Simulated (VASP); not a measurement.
Wanted: the native input for a VASP 6.6.1 run.

```yaml
Task: single point
Functional: PBE
Potentials_or_basis: VASP PAW PBE potentials, release 64 (Mg, S)
Cutoff: 520 eV
k_mesh: 2 × 2 × 2, shifted
Occupations: fermi-dirac, width 0.0689 eV
Spin: no spin polarisation
Dipole_correction: no
Further_INCAR_settings: LREAL = Auto; ALGO = Normal; EDIFF = 1e-06; NBANDS = 46
```

The structure of MgS lies in POSCAR:

```
MgS
1.0
    5.7037659560      0.0000000000      5.7037659560
    5.7037659560      5.7037659560      0.0000000000
    0.0000000000      5.7037659560      5.7037659560
Mg S
8 8
Direct
   -0.0110815381      0.0345837297      0.0036597750
    0.0359714970      0.4849378501     -0.0149716872
    0.5132498463     -0.0028398781     -0.0135882153
    0.4735019846      0.4953233568      0.0288483962
   -0.0110850446      0.0148772759      0.4998678982
   -0.0106013291      0.5094201835      0.5023779941
    0.4995590671     -0.0228848801      0.4685428926
    0.5319075192      0.5028695115      0.4690802569
    0.3755418817      0.3392258755      0.4206752203
    0.3568244237      0.8795516925      0.3524411793
    0.9040452466      0.3740894203      0.3552310027
    0.8666452197      0.8795172415      0.3738888511
    0.4073751479      0.3759359196      0.8480496110
    0.3551599094      0.8552847430      0.9050018952
    0.8419279537      0.4049612165      0.8913631869
    0.8762398455      0.8790862105      0.8959417408
```

This cell differs from its parent crystal: dynamics (nvt nose hoover) at 800 K, volume x 1.02, from the last frame before.

The input as run:

INCAR

```
ALGO     = Normal         # electronic algorithm
EDIFF    = 1E-6           # SCF threshold, eV
ENCUT    = 520            # plane-wave cutoff, eV
GGA      = PE             # functional
ISIF     = 2              # what is computed and relaxed
ISMEAR   = -1             # smearing method
LASPH    = T              # aspherical terms in the spheres
LCHARG   = F              # write CHGCAR
LREAL    = Auto         
LWAVE    = F              # write WAVECAR
NBANDS   = 46             # bands
NELM     = 100            # most SCF steps
PREC     = Accurate       # precision mode
SIGMA    = 0.0689         # smearing width, eV
```

KPOINTS

```
Automatic mesh
0
Gamma
  2 2 2
  0.5 0.5 0.5
```

Potentials or basis: VASP PAW PBE potentials, release 64 (Mg, S).

The run is started by

```console
$ cat potpaw_PBE.64/Mg/POTCAR potpaw_PBE.64/S/POTCAR > POTCAR
$ mpirun -np 1 vasp_std > vasp.out
```

Results of the run:

```yaml
Pressure: -0.4 GPa
Largest_force: 1.348 eV/Å
Band_gap_on_the_k_mesh: 3.47 eV
```

Caveat: the atoms stand as in a frame of molecular dynamics; a shifted mesh leaves out Γ, where band edges can lie; forces of over 1 eV/Å act on the atoms, so gaps and moduli don't describe the material at rest.

Wall time 3.8 min on 1 thread of Intel(R) Xeon(R) 6975P-C (Granite Rapids), with other jobs on the host, peak memory 0.55 GiB.
